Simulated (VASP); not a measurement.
# PdI (zincblende type) (F-43m) in VASP: a series of runs, part 2 of 2

VASP 6.6.1. Earlier steps stand in the parts before.

## Step 6: Single point, PBEsol (22.42 Å³/atom)

This run uses another cell than the first one, of 22.42 Å³/atom.

Contents of INCAR:

```
SYSTEM = PdI
ALGO = Normal
EDIFF = 1E-6
ENCUT = 520
GGA = PS
ISIF = 2
ISMEAR = -1
LASPH = .True.
LCHARG = .False.
LREAL = .False.
LWAVE = .False.
NBANDS = 16
NELM = 60
PREC = Accurate
SIGMA = 0.1
```

Contents of KPOINTS:

```
k-points
0
Gamma
  12 12 12
  0 0 0
```

Contents of POSCAR:

```
PdI
1.0
    0.0000000000      2.8198308993      2.8198308993
    2.8198308993      0.0000000000      2.8198308993
    2.8198308993      2.8198308993      0.0000000000
Pd I
1 1
Direct
    0.0000000000      0.0000000000      0.0000000000
    0.2500000000      0.2500000000      0.2500000000
```

Potentials or basis: VASP PAW PBE potentials, release 64 (Pd, I).

The run is started by

```console
cat potpaw_PBE.64/Pd/POTCAR potpaw_PBE.64/I/POTCAR > POTCAR
mpirun -np 1 vasp_std > vasp.out
```

OUTCAR:

```text
SYSTEM = PdI
   EDIFF = 1E-6
   ENCUT = 520
   GGA = PS
   ISIF = 2
   ISMEAR = -1
   LASPH = .True.
   LREAL = .False.
   NELM = 60
   PREC = Accurate

 ion  position               nearest neighbor table
   1  0.000  0.000  0.000-   2 2.44   2 2.44   2 2.44   2 2.44
   2  0.250  0.250  0.250-   1 2.44   1 2.44   1 2.44   1 2.44

  LATTYP: Found a face centered cubic cell.
 ALAT       =     5.6396617986

  Lattice vectors:

 A1 = (   0.0000000000,   2.8198308993,   2.8198308993)
 A2 = (   2.8198308993,   0.0000000000,   2.8198308993)
 A3 = (   2.8198308993,   2.8198308993,   0.0000000000)

Analysis of symmetry for initial positions (statically):
=====================================================================
 Subroutine PRICEL returns:
 Original cell was already a primitive cell.

 Routine SETGRP: Setting up the symmetry group for a
 face centered cubic supercell.

 Subroutine GETGRP returns: Found 24 space group operations
 (whereof 24 operations were pure point group operations)
 out of a pool of 48 trial point group operations.

The static configuration has the point symmetry T_d .

Analysis of symmetry for dynamics (positions and initial velocities):
=====================================================================
 Subroutine PRICEL returns:
 Original cell was already a primitive cell.

 Routine SETGRP: Setting up the symmetry group for a
 face centered cubic supercell.

 Subroutine GETGRP returns: Found 24 space group operations
 (whereof 24 operations were pure point group operations)
 out of a pool of 48 trial point group operations.

The dynamic configuration has the point symmetry T_d .

 Subroutine INISYM returns: Found 24 space group operations
 (whereof 24 operations are pure point group operations),
 and found     1 'primitive' translations

----------------------------------------------------------------------------------------

                                     Primitive cell

  volume of cell :      44.8435

  direct lattice vectors                    reciprocal lattice vectors
     0.000000000  2.819830899  2.819830899    -0.177315597  0.177315597  0.177315597
     2.819830899  0.000000000  2.819830899     0.177315597 -0.177315597  0.177315597
     2.819830899  2.819830899  0.000000000     0.177315597  0.177315597 -0.177315597

  length of vectors
     3.987843101  3.987843101  3.987843101     0.307119623  0.307119623  0.307119623

  position of ions in fractional coordinates (direct lattice)
     0.000000000  0.000000000  0.000000000
     0.250000000  0.250000000  0.250000000

  ion indices of the primitive-cell ions
   primitive index   ion index
                 1           1
                 2           2

----------------------------------------------------------------------------------------

 KPOINTS: k-points

Automatic generation of k-mesh.
 Grid dimensions read from file:
 generate k-points for:   12   12   12

 Generating k-lattice:

  Cartesian coordinates                     Fractional coordinates (reciprocal lattice)
    -0.014776300  0.014776300  0.014776300     0.083333333  0.000000000  0.000000000
     0.014776300 -0.014776300  0.014776300     0.000000000  0.083333333  0.000000000
     0.014776300  0.014776300 -0.014776300     0.000000000  0.000000000  0.083333333

  Length of vectors
     0.025593302  0.025593302  0.025593302

  Shift w.r.t. Gamma in fractional coordinates (k-lattice)
     0.000000000  0.000000000  0.000000000

 Subroutine IBZKPT returns following result:
 ===========================================

 Found     72 irreducible k-points:

 Following reciprocal coordinates:
            Coordinates               Weight
  0.000000  0.000000  0.000000      1.000000
  0.083333  0.000000  0.000000      8.000000
  0.166667  0.000000  0.000000      8.000000
  0.250000  0.000000  0.000000      8.000000
  0.333333  0.000000  0.000000      8.000000
  0.416667  0.000000  0.000000      8.000000
[... 16 lines left out ...]
  0.500000  0.166667  0.000000     24.000000
 -0.416667  0.166667  0.000000     24.000000
 [... further k-points ...]
   k-points           NKPTS =     72   k-points in BZ     NKDIM =     72   number of bands    NBANDS=     16
   number of dos      NEDOS =    301   number of ions     NIONS =      2
   total plane-waves  NPLWV =  27000
   dimension x,y,z NGX =    30 NGY =   30 NGZ =   30
   dimension x,y,z NGXF=    60 NGYF=   60 NGZF=   60
   ions per type =               1   1
   NGX,Y,Z   is equivalent  to a cutoff of  12.51, 12.51, 12.51 a.u.
   NGXF,Y,Z  is equivalent  to a cutoff of  25.01, 25.01, 25.01 a.u.
 SYSTEM =  PdI
   PREC   = accura    normal or accurate (medium, high low for compatibility)
   ISTART =      0    job   : 0-new  1-cont  2-samecut
   ICHARG =      2    charge: 1-file 2-atom 10-const
   ISPIN  =      1    spin polarized calculation?
   LNONCOLLINEAR =      F non collinear calculations
   LSORBIT =      F    spin-orbit coupling
   LASPH  =      T    aspherical Exc in radial PAW
   ENCUT  =  520.0 eV  38.22 Ry    6.18 a.u.   7.41  7.41  7.41*2*pi/ulx,y,z
   NELM   =     60;   NELMIN=  2; NELMDL= -5     # of ELM steps
   EDIFF  = 0.1E-05   stopping-criterion for ELM
   LREAL  =      F    real-space projection
   EDIFFG = 0.1E-04   stopping-criterion for IOM
   NSW    =      0    number of steps for IOM
   IBRION =     -1    ionic relax: 0-MD 1-quasi-New 2-CG
   NFREE  =      0    steps in history (QN), initial steepest desc. (CG)
   ISIF   =      2    stress and relaxation
   ISYM   =      2    0-nonsym 1-usesym 2-fastsym
   POTIM  = 0.5000    time-step for ionic-motion
   TEBEG  =    0.0;   TEEND  =   0.0 temperature during run
   PSTRESS=    0.0 pullay stress
   NELECT =      17.0000    total number of electrons
   NUPDOWN=      -1.0000    fix difference up-down
   EMIN   =  10.00;   EMAX   =-10.00  energy-range for DOS
   EFERMI =   0.00;   METHOD = LEGACY
   ISMEAR =    -1;   SIGMA  =   0.10  broadening in eV -4-tet -1-fermi 0-gaus
   EFERMI_NEDOS =   21; number of points for ismear=-14 and -15
   IALGO  =     38    algorithm
   IMIX   =      4    mixing-type and parameters
     AMIX     =   0.40;   BMIX     =  1.00
     AMIX_MAG =   1.60;   BMIX_MAG =  1.00
  volume/ion in A,a.u.               =      22.42       151.31
  Fermi-wavevector in a.u.,A,eV,Ry     =   1.184836  2.239015 19.100338  1.403835
  Thomas-Fermi vector in A             =   2.321042
   LORBIT       =      0    0 simple, 1 ext, 2 COOP (PROOUT), +10 PAW based schemes
   GGA     = PS    functional components
   LHFCALC =     F    Hartree Fock is set to
   AEXX    =    0.0000 exact exchange contribution
   IVDW    =     0    specifies the selected vdW correction
   LEPSILON=     F    determine dielectric tensor
   LRPA    =     F    only Hartree local field effects (RPA)
 non-spin polarized calculation
  energy-cutoff  :      520.00
  volume of cell :       44.84
 maximum number of plane-waves:      1243
 NGX is ok and might be reduce to    30
   NGX = 15   NGY = 15   NGZ = 15

 number of electron      16.9999997 magnetization

 Free energy of the ion-electron system (eV)
  ---------------------------------------------------
  ext. energy  EPLUGINS =         0.00000000
  ---------------------------------------------------
  free energy    TOTEN  =        -6.97257918 eV

  energy without entropy =       -6.93187254  energy(sigma->0) =       -6.95222586

 E-fermi :   8.3921     XC(G=0): -10.7902

 val. band max:        8.3830771050   @ k =   0.1667   0.0000   0.0000
 cond. band min:       8.3977500620   @ k =   0.5000   0.0000   0.0000
 fundamental gap:      0.0146729570
 Fermi energy:         8.3921459993

 k-point     1 :       0.0000    0.0000    0.0000
  band No.  band energies     occupation
      1      -7.1212      2.00000
      2       2.2949      2.00000
      3       2.2949      2.00000
      4       2.2949      2.00000
      5       5.0602      2.00000
      6       5.0602      2.00000
[... 8 lines left out ...]
     15      19.7506      0.00000
     16      19.7506      0.00000
[... 419 lines left out ...]
 k-point    24 :      -0.4167    0.1667    0.0000
  band No.  band energies     occupation
      1      -6.2391      2.00000
      2       1.7714      2.00000
      3       2.4425      2.00000
      4       2.7235      2.00000
      5       4.9925      2.00000
      6       5.0799      2.00000
[... 8 lines left out ...]
     15      19.7828      0.00000
     16      20.3757      0.00000

 [... further k-points ...]

------------------------ aborting loop because EDIFF is reached ----------------------------------------

  FORCE on cell =-STRESS in cart. coord.  units (eV):
  Direction    XX          YY          ZZ          XY          YZ          ZX
  --------------------------------------------------------------------------------------
  -------------------------------------------------------------------------------------
  Total        6.8540884      6.8540884      6.8540884      0.0000000      0.0000000     -0.0000000
  in kB      244.8843837    244.8843837    244.8843837      0.0000000      0.0000000     -0.0000000
  external PRESSURE =     244.8843837 kB  Pullay stress =       0.0000000 kB

 VOLUME and BASIS-vectors are now :
 -----------------------------------------------------------------------------
  energy-cutoff  :      520.00
  volume of cell :       44.84
      direct lattice vectors                 reciprocal lattice vectors
     0.000000000  2.819830899  2.819830899    -0.177315597  0.177315597  0.177315597
     2.819830899  0.000000000  2.819830899     0.177315597 -0.177315597  0.177315597
     2.819830899  2.819830899  0.000000000     0.177315597  0.177315597 -0.177315597

 POSITION                                       TOTAL-FORCE (eV/Angst)
 -----------------------------------------------------------------------------------
      0.00000      0.00000      0.00000         0.000000      0.000000      0.000000
      1.40992      1.40992      1.40992        -0.000000     -0.000000     -0.000000
 -----------------------------------------------------------------------------------
    total drift:                                0.000000      0.000000      0.000000

  FREE ENERGIE OF THE ION-ELECTRON SYSTEM (eV)
  ---------------------------------------------------
  free  energy   TOTEN  =        -6.9725791845 eV

  energy  without entropy=       -6.9318725397  energy(sigma->0) =       -6.95222586
```

OSZICAR:

```text
N       E                     dE             d eps       ncg     rms          rms(c)
DAV:   1     0.891484812037E+02    0.89148E+02   -0.71541E+03  2304   0.900E+02
DAV:   2    -0.428190006112E+01   -0.93430E+02   -0.86803E+02  2944   0.201E+02
DAV:   3    -0.706253485139E+01   -0.27806E+01   -0.27727E+01  2872   0.360E+01
DAV:   4    -0.710319525130E+01   -0.40660E-01   -0.40658E-01  3312   0.439E+00
DAV:   5    -0.710393843695E+01   -0.74319E-03   -0.74318E-03  3016   0.502E-01    0.128E+01
DAV:   6    -0.701343429621E+01    0.90504E-01   -0.76444E-02  2864   0.286E+00    0.758E+00
DAV:   7    -0.697426858444E+01    0.39166E-01   -0.33254E-02  2760   0.140E+00    0.113E+00
DAV:   8    -0.697268746847E+01    0.15811E-02   -0.98073E-03  2816   0.107E+00    0.387E-01
DAV:   9    -0.697260045809E+01    0.87010E-04   -0.44459E-04  2976   0.143E-01    0.234E-01
DAV:  10    -0.697257596262E+01    0.24495E-04   -0.16742E-04  2888   0.963E-02    0.455E-02
DAV:  11    -0.697257856315E+01   -0.26005E-05   -0.83837E-06  3032   0.244E-02    0.535E-03
DAV:  12    -0.697257918454E+01   -0.62139E-06   -0.95758E-07  2208   0.780E-03
   1 F= -.69725792E+01 E0= -.69522259E+01  d E =-.407066E-01
```

Wall time 54 s (1 thread of AMD EPYC 7R43 (Zen 3), shared host); peak memory 0.17 GiB.

Results:

| Property | Result |
| --- | --- |
| Free energy | -6.9726 eV |
| Pressure | 24.5 GPa |
| Band gap on the k mesh | zero (an odd number of electrons rules out a gap without spin polarisation) |

Levels at points of the mesh, in eV from the Fermi level:
```tsv
k point	band 6	band 7	band 8	band 9	band 10	band 11	band 12	band 13
(0.00, 0.00, 0.00)	-3.33	1.75	1.75	1.75	2.13	5.80	5.80	5.80
(0.50, 0.00, 0.00)	-3.23	-2.98	0.01	0.01	3.31	6.68	6.68	8.08
(0.50, 0.50, 0.00)	-3.05	-2.64	-2.09	-2.09	3.69	4.46	11.16	11.29
```

Caveat: the cell stands under pressure; the PAW data sets were made with another functional, which shifts forces and pressure a little; spin-orbit coupling is left out, which moves the levels of the heavy elements; an odd number of electrons without spin polarisation forces a metal; a magnetic or distorted state may lie lower.

## Step 7: Overview

```tsv
cell	gap on the mesh (eV)	pressure (GPa)
a = 3.165 Å, angles 60.0°, 2 atoms	none	568.4
a = 3.410 Å, angles 60.0°, 2 atoms	none	254.6
a = 3.623 Å, angles 60.0°, 2 atoms	none	119.3
a = 3.814 Å, angles 60.0°, 2 atoms	none	55.9
a = 3.988 Å, angles 60.0°, 2 atoms	none	24.5
```

Alike in all rows: task single point; level PBEsol; potentials or basis VASP PAW PBE potentials, release 64 (Pd, I); no spin polarisation; k mesh 12 × 12 × 12; cutoff (eV) 520; smearing fermi-dirac 0.1 eV.

Caveats: the cell stands under pressure; the PAW data sets were made with another functional, which shifts forces and pressure a little; spin-orbit coupling is left out, which moves the levels of the heavy elements; an odd number of electrons without spin polarisation forces a metal; a magnetic or distorted state may lie lower; atoms lie so close that the PAW spheres overlap strongly, which falsifies energies and pressures (at least some runs).

Absolute energies hang on the potentials; compare differences alone.
